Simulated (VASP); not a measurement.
Wanted: the native input for a VASP 6.6.1 run.

```yaml
Task: electric field gradients
Functional: LDA
Potentials_or_basis: VASP PAW LDA potentials, release 64 (Si)
Cutoff: 520 eV
k_mesh: 11 × 11 × 11
Occupations: fermi-dirac, width 0.08 eV
Spin: no spin polarisation
Dipole_correction: no
Further_INCAR_settings: ALGO = Normal; EDIFF = 1e-08; NBANDS = 11
```

The structure of Si lies in POSCAR:

```
Si
1.0
   -0.0814641000      2.6747379500      2.6747379500
    2.6747379500     -0.0814641000      2.6747379500
    2.6747379500      2.6747379500     -0.0814641000
Si
2
Direct
    0.5000000000      0.5000000000      0.5000000000
    0.7500000000      0.7500000000      0.7500000000
```

This cell differs from its parent crystal: equal xy, yz and zx shear strains of -3 %.

These files were run (other wordings do the same):

INCAR

```
PREC     = Accurate       # precision mode
ENCUT    = 520            # plane-wave cutoff, eV
EDIFF    = 1E-8           # SCF threshold, eV
ISMEAR   = -1             # smearing method
SIGMA    = 0.08           # smearing width, eV
LREAL    = F              # projectors in reciprocal space
LASPH    = T              # aspherical terms in the spheres
NELM     = 80             # most SCF steps
ALGO     = Normal         # electronic algorithm
ISIF     = 2              # what is computed and relaxed
LWAVE    = F              # write WAVECAR
LCHARG   = F              # write CHGCAR
GGA      = CA             # functional
LEFG     = T            
NBANDS   = 11             # bands
```

KPOINTS

```
regular mesh
0
Gamma
  11 11 11
```

Potentials or basis: VASP PAW LDA potentials, release 64 (Si).

The run is started by

```bash
$ cat potpaw_LDA.64/Si/POTCAR > POTCAR
$ mpirun -np 1 vasp_std > vasp.out
```

It gave:

| Quantity | Value |
| --- | --- |
| Pressure | -1.1 GPa |
| Largest force | 0.567 eV/Å |
| Band gap on the k mesh | 0.38 eV, indirect (least direct gap 2.25 eV) |

Caveat: the cell differs from its parent crystal (equal xy, yz and zx shear strains of -3 %); without QUAD_EFG the Cq values of the log hold for a quadrupole moment of 1 mb, not for the nuclei.

Run time: 55 s on 1 thread of AMD EPYC 7R43 64-Core Processor (Zen 3) (shared host), peak memory 0.13 GiB.
